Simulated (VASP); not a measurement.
# Be (Fm-3m) in VASP: a series of runs

Be is run at these levels: PBEsol; tasks: single point.

Program: VASP 6.6.1. These are calculated values, not measurements. Logs are shortened: lines on timing, memory, paths and dates and some standing lists are left out, and cuts for length are marked.

## 1. The cell of the first run

Symmetry: Fm-3m, No. 225, cubic system. The conventional cell has a = 2.319 Å, b = 2.319 Å, c = 2.319 Å, α = 90.00°, β = 90.00°, γ = 90.00°. Be (site symmetry m-3m) has 12 Be at 1.64 Å within 2.2 Å.

## 2. Single point, PBEsol (volume scaled by 0.4)

File INCAR:

```
SYSTEM = Be
PREC = Accurate ; ENCUT = 520
EDIFF = 1E-6 ; ISMEAR = -1
SIGMA = 0.05 ; LREAL = .FALSE.
LASPH = .TRUE. ; NELM = 100
ALGO = Normal ; ISIF = 2
LWAVE = .FALSE. ; LCHARG = .FALSE.
GGA = PS ; NBANDS = 7
```

File KPOINTS:

```
Automatic mesh
0
G
  23 23 23
  0 0 0
```

File POSCAR:

```
Be
1.0
    0.0000000000      1.1594120851      1.1594120851
    1.1594120851      0.0000000000      1.1594120851
    1.1594120851      1.1594120851      0.0000000000
Be
1
Direct
    0.0000000000      0.0000000000      0.0000000000
```

Potentials or basis: VASP PAW PBE potentials, release 64 (Be).

The run is started by

```
cat potpaw_PBE.64/Be/POTCAR > POTCAR
mpirun -np 1 vasp_std > vasp.out
```

OUTCAR:

```text
SYSTEM = Be
   PREC = Accurate
   ENCUT = 520
   EDIFF = 1E-6
   ISMEAR = -1
   LREAL = .FALSE.
   LASPH = .TRUE.
   NELM = 100
   ISIF = 2
   GGA = PS

 ion  position               nearest neighbor table
   1  0.000  0.000  0.000-

  LATTYP: Found a face centered cubic cell.
 ALAT       =     2.3188241702

  Lattice vectors:

 A1 = (   0.0000000000,   1.1594120851,   1.1594120851)
 A2 = (   1.1594120851,   0.0000000000,   1.1594120851)
 A3 = (   1.1594120851,   1.1594120851,   0.0000000000)

Analysis of symmetry for initial positions (statically):
=====================================================================
 Subroutine PRICEL returns:
 Original cell was already a primitive cell.

 Routine SETGRP: Setting up the symmetry group for a
 face centered cubic supercell.

 Subroutine GETGRP returns: Found 48 space group operations
 (whereof 48 operations were pure point group operations)
 out of a pool of 48 trial point group operations.

The static configuration has the point symmetry O_h .

Analysis of symmetry for dynamics (positions and initial velocities):
=====================================================================
 Subroutine PRICEL returns:
 Original cell was already a primitive cell.

 Routine SETGRP: Setting up the symmetry group for a
 face centered cubic supercell.

 Subroutine GETGRP returns: Found 48 space group operations
 (whereof 48 operations were pure point group operations)
 out of a pool of 48 trial point group operations.

The dynamic configuration has the point symmetry O_h .

 Subroutine INISYM returns: Found 48 space group operations
 (whereof 48 operations are pure point group operations),
 and found     1 'primitive' translations

----------------------------------------------------------------------------------------

                                     Primitive cell

  volume of cell :       3.1170

  direct lattice vectors                    reciprocal lattice vectors
     0.000000000  1.159412085  1.159412085    -0.431253052  0.431253052  0.431253052
     1.159412085  0.000000000  1.159412085     0.431253052 -0.431253052  0.431253052
     1.159412085  1.159412085  0.000000000     0.431253052  0.431253052 -0.431253052

  length of vectors
     1.639656295  1.639656295  1.639656295     0.746952197  0.746952197  0.746952197

  position of ions in fractional coordinates (direct lattice)
     0.000000000  0.000000000  0.000000000

  ion indices of the primitive-cell ions
   primitive index   ion index
                 1           1

----------------------------------------------------------------------------------------

 KPOINTS: Automatic mesh

Automatic generation of k-mesh.
 Grid dimensions read from file:
 generate k-points for:   23   23   23

 Generating k-lattice:

  Cartesian coordinates                     Fractional coordinates (reciprocal lattice)
    -0.018750133  0.018750133  0.018750133     0.043478261  0.000000000  0.000000000
     0.018750133 -0.018750133  0.018750133     0.000000000  0.043478261  0.000000000
     0.018750133  0.018750133 -0.018750133     0.000000000  0.000000000  0.043478261

  Length of vectors
     0.032476182  0.032476182  0.032476182

  Shift w.r.t. Gamma in fractional coordinates (k-lattice)
     0.000000000  0.000000000  0.000000000

 Subroutine IBZKPT returns following result:
 ===========================================

 Found    364 irreducible k-points:

 Following reciprocal coordinates:
            Coordinates               Weight
  0.000000  0.000000  0.000000      1.000000
  0.043478  0.000000  0.000000      8.000000
  0.086957  0.000000  0.000000      8.000000
  0.130435  0.000000  0.000000      8.000000
  0.173913  0.000000  0.000000      8.000000
  0.217391  0.000000  0.000000      8.000000
[... 16 lines left out ...]
  0.478261  0.043478  0.000000     24.000000
 -0.478261  0.043478  0.000000     24.000000
 [... further k-points ...]
   k-points           NKPTS =    364   k-points in BZ     NKDIM =    364   number of bands    NBANDS=      7
   number of dos      NEDOS =    301   number of ions     NIONS =      1
   total plane-waves  NPLWV =   1728
   dimension x,y,z NGX =    12 NGY =   12 NGZ =   12
   dimension x,y,z NGXF=    24 NGYF=   24 NGZF=   24
   ions per type =               1
   NGX,Y,Z   is equivalent  to a cutoff of  12.17, 12.17, 12.17 a.u.
   NGXF,Y,Z  is equivalent  to a cutoff of  24.33, 24.33, 24.33 a.u.
 SYSTEM =  Be
   PREC   = accura    normal or accurate (medium, high low for compatibility)
   ISTART =      0    job   : 0-new  1-cont  2-samecut
   ICHARG =      2    charge: 1-file 2-atom 10-const
   ISPIN  =      1    spin polarized calculation?
   LNONCOLLINEAR =      F non collinear calculations
   LSORBIT =      F    spin-orbit coupling
   LASPH  =      T    aspherical Exc in radial PAW
   ENCUT  =  520.0 eV  38.22 Ry    6.18 a.u.   3.05  3.05  3.05*2*pi/ulx,y,z
   NELM   =    100;   NELMIN=  2; NELMDL= -5     # of ELM steps
   EDIFF  = 0.1E-05   stopping-criterion for ELM
   LREAL  =      F    real-space projection
   EDIFFG = 0.1E-04   stopping-criterion for IOM
   NSW    =      0    number of steps for IOM
   IBRION =     -1    ionic relax: 0-MD 1-quasi-New 2-CG
   NFREE  =      0    steps in history (QN), initial steepest desc. (CG)
   ISIF   =      2    stress and relaxation
   ISYM   =      2    0-nonsym 1-usesym 2-fastsym
   POTIM  = 0.5000    time-step for ionic-motion
   TEBEG  =    0.0;   TEEND  =   0.0 temperature during run
   PSTRESS=    0.0 pullay stress
   NELECT =       2.0000    total number of electrons
   NUPDOWN=      -1.0000    fix difference up-down
   EMIN   =  10.00;   EMAX   =-10.00  energy-range for DOS
   EFERMI =   0.00;   METHOD = LEGACY
   ISMEAR =    -1;   SIGMA  =   0.05  broadening in eV -4-tet -1-fermi 0-gaus
   EFERMI_NEDOS =   21; number of points for ismear=-14 and -15
   IALGO  =     38    algorithm
   IMIX   =      4    mixing-type and parameters
     AMIX     =   0.40;   BMIX     =  1.00
     AMIX_MAG =   1.60;   BMIX_MAG =  1.00
  volume/ion in A,a.u.               =       3.12        21.03
  Fermi-wavevector in a.u.,A,eV,Ry     =   1.412008  2.668307 27.126823  1.993765
  Thomas-Fermi vector in A             =   2.533800
   LORBIT       =      0    0 simple, 1 ext, 2 COOP (PROOUT), +10 PAW based schemes
   GGA     = PS    functional components
   LHFCALC =     F    Hartree Fock is set to
   AEXX    =    0.0000 exact exchange contribution
   IVDW    =     0    specifies the selected vdW correction
   LEPSILON=     F    determine dielectric tensor
   LRPA    =     F    only Hartree local field effects (RPA)
 non-spin polarized calculation
  energy-cutoff  :      520.00
  volume of cell :        3.12
 maximum number of plane-waves:        92
   NGX =  5   NGY =  5   NGZ =  5

 number of electron       2.0000000 magnetization

 Free energy of the ion-electron system (eV)
  ---------------------------------------------------
  ext. energy  EPLUGINS =         0.00000000
  ---------------------------------------------------
  free energy    TOTEN  =        -0.07305294 eV

  energy without entropy =       -0.07291891  energy(sigma->0) =       -0.07298592

 E-fermi :  18.1353     XC(G=0): -14.1349

 val. band max:       18.0376795124   @ k =  -0.3478   0.3913   0.0435
 cond. band min:      18.1894442306   @ k =  -0.3478   0.3478   0.0000
 fundamental gap:      0.1517647182
 Fermi energy:        18.1353485620

 k-point     1 :       0.0000    0.0000    0.0000
  band No.  band energies     occupation
      1       1.8318      2.00000
      2      58.2919      0.00000
      3      58.2919      0.00000
      4      58.2919      0.00000
      5      71.2726      0.00000
      6      71.2726      0.00000
      7      71.2726      0.00000

 k-point     2 :       0.0435    0.0000    0.0000
  band No.  band energies     occupation
      1       1.8892      2.00000
      2      56.9589      0.00000
      3      57.9852      0.00000
      4      57.9852      0.00000
      5      69.6691      0.00000
      6      71.7997      0.00000
      7      71.7997      0.00000

 k-point     3 :       0.0870    0.0000    0.0000
  band No.  band energies     occupation
      1       2.0626      2.00000
      2      53.5578      0.00000
      3      57.2076      0.00000
      4      57.2076      0.00000
      5      68.9415      0.00000
      6      73.1791      0.00000
      7      73.1791      0.00000

 k-point     4 :       0.1304    0.0000    0.0000
  band No.  band energies     occupation
      1       2.3556      2.00000
      2      49.2662      0.00000
      3      56.2232      0.00000
      4      56.2232      0.00000
      5      69.3707      0.00000
      6      74.8576      0.00000
      7      74.8576      0.00000

 k-point     5 :       0.1739    0.0000    0.0000
  band No.  band energies     occupation
      1       2.7727      2.00000
      2      44.8109      0.00000
      3      55.2292      0.00000
      4      55.2292      0.00000
      5      70.3985      0.00000
      6      75.6773      0.00000
      7      75.6773      0.00000
[... 161 lines left out ...]
 k-point    22 :       0.4348    0.0435    0.0000
  band No.  band energies     occupation
      1       7.1358      2.00000
      2      25.4780      0.00000
      3      50.8198      0.00000
      4      52.7045      0.00000
      5      62.8132      0.00000
      6      68.1223      0.00000
      7      72.2019      0.00000

 k-point    23 :       0.4783    0.0435    0.0000
  band No.  band energies     occupation
      1       7.7183      2.00000
      2      24.0882      0.00000
      3      51.1247      0.00000
      4      52.0565      0.00000
      5      62.6072      0.00000
      6      67.0298      0.00000
      7      71.8348      0.00000

 k-point    24 :      -0.4783    0.0435    0.0000
  band No.  band energies     occupation
      1       7.8819      2.00000
      2      23.7205      0.00000
      3      51.4879      0.00000
      4      51.5814      0.00000
      5      62.8520      0.00000
      6      66.3687      0.00000
      7      71.8585      0.00000

 [... further k-points ...]
[... 5 lines left out ...]
  --------------------------------------------------------------------------------------
  -------------------------------------------------------------------------------------
  Total       10.1453966     10.1453966     10.1453966      0.0000000      0.0000000      0.0000000
  in kB     5214.7818706   5214.7818706   5214.7818706      0.0000000      0.0000000      0.0000000
  external PRESSURE =    5214.7818706 kB  Pullay stress =       0.0000000 kB

 VOLUME and BASIS-vectors are now :
 -----------------------------------------------------------------------------
  energy-cutoff  :      520.00
  volume of cell :        3.12
      direct lattice vectors                 reciprocal lattice vectors
     0.000000000  1.159412085  1.159412085    -0.431253052  0.431253052  0.431253052
     1.159412085  0.000000000  1.159412085     0.431253052 -0.431253052  0.431253052
     1.159412085  1.159412085  0.000000000     0.431253052  0.431253052 -0.431253052

 POSITION                                       TOTAL-FORCE (eV/Angst)
 -----------------------------------------------------------------------------------
      0.00000      0.00000      0.00000        -0.000000      0.000000      0.000000
 -----------------------------------------------------------------------------------
    total drift:                                0.000000     -0.000000      0.000000

  FREE ENERGIE OF THE ION-ELECTRON SYSTEM (eV)
  ---------------------------------------------------
  free  energy   TOTEN  =        -0.0730529385 eV

  energy  without entropy=       -0.0729189073  energy(sigma->0) =       -0.07298592
```

It took 5.5 s on 1 thread of AMD EPYC 7R13 (Zen 3), shared host; peak memory 0.08 GiB.

Results:

| Quantity | Value |
| --- | --- |
| Free energy | -0.0731 eV |
| Pressure | 521.5 GPa |
| Band gap on the k mesh | zero (band 1 reaches 19.43 eV, above the bottom of band 2 at 18.04 eV) |

Caveat: the PAW data sets were made with another functional, which shifts forces and pressure a little.

## 3. Single point, PBEsol (volume scaled by 0.4)

File INCAR:

```
ALGO     = Normal         # electronic algorithm
EDIFF    = 1E-6           # SCF threshold, eV
ENCUT    = 520            # plane-wave cutoff, eV
GGA      = PS             # functional
ISIF     = 2              # what is computed and relaxed
ISMEAR   = -1             # smearing method
LASPH    = T              # aspherical terms in the spheres
LCHARG   = T              # write CHGCAR
LELF     = T              # ELF
LREAL    = F              # projectors in reciprocal space
LVHAR    = T            
LWAVE    = F              # write WAVECAR
NBANDS   = 7              # bands
NELM     = 100            # most SCF steps
PREC     = Accurate       # precision mode
SIGMA    = 0.05           # smearing width, eV
```

File KPOINTS:

```
k-points
0
Gamma
  23 23 23
```

POSCAR is that of step 2.

Potentials or basis: VASP PAW PBE potentials, release 64 (Be).

The run is started by

```
cat potpaw_PBE.64/Be/POTCAR > POTCAR
mpirun -np 1 vasp_std > vasp.out
```

It took 5.4 s on 1 thread of AMD EPYC 7R13 (Zen 3), shared host; peak memory 0.07 GiB.

The run converged. Its results:

| Quantity | Value |
| --- | --- |
| Free energy | -0.0731 eV |
| Pressure | 521.5 GPa |
| Band gap on the k mesh | zero (band 1 reaches 19.43 eV, above the bottom of band 2 at 18.04 eV) |

Levels at points of the mesh, in eV from the Fermi level:
```csv
k point,band 1,band 2,band 3,band 4
"(0.00, 0.00, 0.00)",-16.30,40.16,40.16,40.16
```

Caveat: the PAW data sets were made with another functional, which shifts forces and pressure a little.

[end of part 1 of 2]
